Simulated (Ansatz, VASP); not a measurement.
# Two plane-wave programs on CdS

```
Cd S
1.0
     4.14854    0.00000    0.00000
    -2.07427    3.59274    0.00000
     0.00000    0.00000    6.77142
Cd S
2 2
Direct
  0.33333 0.66667 0.00000
  0.66667 0.33333 0.50000
  0.33333 0.66667 0.38500
  0.66667 0.33333 0.88500
```

Change from the starting cell: volume scaled by 1.01, PAW files.

Alike in both runs: task electric field gradients; functional PBEsol; k mesh 7 × 7 × 4; occupations fermi-dirac, width 0.01 eV; no spin polarisation.

|  | VASP | Ansatz |
| --- | --- | --- |
| version | VASP 6.6.1 | Ansatz 0.2.0 |
| potentials or method | VASP PAW PBE potentials, release 64 (Cd, S) | PAW with Ansatz's default frozen-core files, scalar-relativistic |
| plane-wave cutoff (eV) | 520 | 420 |
| valence electrons in the cell | 36 | 52 |

Ansatz gave:

```
gap on the k mesh at the Fermi level (eV)                     : 1.07
pressure (GPa)                                                : -1.1
traceless stress, the component that is largest in VASP (GPa) : -1.27
rms of the force components (eV/Å)                            : 0.136
size of Vzz on the site where it differs most (V/Å²)          : 31.1
```

Which values does VASP return?

gap on the k mesh at the Fermi level (eV): 1.07; pressure (GPa): -0.8; traceless stress, the component that is largest in VASP (GPa): -1.32; rms of the force components (eV/Å): 0.141; size of Vzz on the site where it differs most (V/Å²): 34.8.

VASP's potentials were made for PBE, not for PBEsol. Atom by atom the forces differ by 0.005 eV/Å (rms over components). VASP's potentials hold 36 valence electrons a cell and Ansatz's 52, so a difference there can come from the potentials and not from the codes.
